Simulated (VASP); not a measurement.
Write the native input for VASP 6.6.1 that does the following.

| Item | Value |
| --- | --- |
| Task | single point |
| Functional | RPBE |
| Potentials or basis | VASP PAW PBE potentials, release 64 (Co) |
| Cutoff | 520 eV |
| k mesh | 14 × 14 × 8 |
| Occupations | fermi-dirac, width 0.05 eV |
| Spin | non-collinear spin, typed start, spin-orbit coupling |
| Starting moments | [[-0.0, -0.0, -1.729], [-0.0, -0.0, -1.729]] μB |
| Dipole correction | no |
| Further INCAR settings | ALGO = Normal; EDIFF = 1e-06; NBANDS = 30 |

The structure of Co lies in POSCAR:

```
Co
1.0
    2.5192430436      0.0000000000      0.0000000000
   -1.2596215218      2.1817284741      0.0000000000
    0.0000000000      0.0000000000      4.0694364681
Co
2
Direct
    0.3333333333      0.6666666667      0.2500000000
    0.6666666667      0.3333333333      0.7500000000
```

The input as run:

INCAR

```
SYSTEM = Co
ALGO     = Normal         ! electronic algorithm
EDIFF    = 1E-6           ! SCF threshold, eV
ENCUT    = 520            ! plane-wave cutoff, eV
GGA      = RP             ! functional
GGA_COMPAT= .False.      
ISIF     = 2              ! what is computed and relaxed
ISMEAR   = -1             ! smearing method
LASPH    = .True.         ! aspherical terms in the spheres
LCHARG   = .True.         ! write CHGCAR
LMAXMIX  = 4              ! l up to which the mixer works
LNONCOLLINEAR= .True.         ! non-collinear magnetism
LORBIT   = 11             ! projections on sites
LORBMOM  = .True.       
LREAL    = .False.        ! projectors in reciprocal space
LSORBIT  = .True.         ! spin-orbit coupling
LVHAR    = .True.       
LWAVE    = .False.        ! write WAVECAR
MAGMOM   = 0 0 -1.729 0 0 -1.729 ! initial moments
NBANDS   = 30             ! bands
NELM     = 150            ! most SCF steps
PREC     = Accurate       ! precision mode
SIGMA    = 0.05           ! smearing width, eV
```

KPOINTS

```
k-points
0
Gamma
  14 14 8
  0 0 0
```

Potentials or basis: VASP PAW PBE potentials, release 64 (Co).

Launch:

```sh
$ cat potpaw_PBE.64/Co/POTCAR > POTCAR
$ mpirun -np 1 vasp_ncl > vasp.out
```

It gave:

```json
{"Pressure": "-0.5 GPa", "Net moment": "3.27 μB per cell", "Valence electrons inside the program's atomic spheres": "Co 8.22"}
```

Caveat: the PAW data sets were made with another functional, which shifts forces and pressure a little.

It took 14 min on 1 thread of Intel(R) Xeon(R) Platinum 8259CL CPU @ 2.50GHz (Skylake/Cascade Lake) (shared host), peak memory 0.3 GiB.
